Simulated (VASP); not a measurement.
Here is a VASP 6.6.1 calculation.

File INCAR:

```
SYSTEM = Mg
PREC = Accurate
ENCUT = 600
EDIFF = 1E-6
ISMEAR = -1
SIGMA = 0.05
LREAL = .False.
LASPH = .True.
NELM = 100
ALGO = Normal
ISIF = 3
LWAVE = .False.
LCHARG = .False.
GGA = RE
IBRION = 2
NSW = 60
EDIFFG = -0.01
```

The input KPOINTS:

```
Automatic mesh
0
Gamma
  10 10 10
  0 0 0
```

Contents of POSCAR:

```
Mg
1.0
    0.0000000000      2.2442560000      2.2442560000
    2.2442560000      0.0000000000      2.2442560000
    2.2442560000      2.2442560000      0.0000000000
Mg
1
Direct
    0.0000000000      0.0000000000      0.0000000000
```

Potentials or basis: VASP PAW PBE potentials, release 64 (Mg).

Command:

```sh
$ cat potpaw_PBE.64/Mg/POTCAR > POTCAR
$ mpirun -np 1 vasp_std > vasp.out
```

**Question.** Predict the band gap on the k mesh.

**Answer.** Zero (band 1 reaches 3.39 eV, above the bottom of band 2 at 1.30 eV).

**Question.** Predict the relaxed volume.

**Answer.** 23.62 Å³/atom.

**Question.** Estimate the relaxed cell.

**Answer.** a = 3.220 Å, b = 3.220 Å, c = 3.220 Å, α = 60.00°, β = 60.00°, γ = 60.00°.

**Question.** Estimate the space group after relaxing (to 0.05 Å).

**Answer.** Fm-3m (No. 225).

Final structure:
```
CELL_PARAMETERS angstrom
0.00000 2.27718 2.27718
2.27718 0.00000 2.27718
2.27718 2.27718 0.00000
ATOMIC_POSITIONS crystal
Mg 0.00000 0.00000 0.00000
```

Caveat: the PAW data sets were made with another functional, which shifts forces and pressure a little.
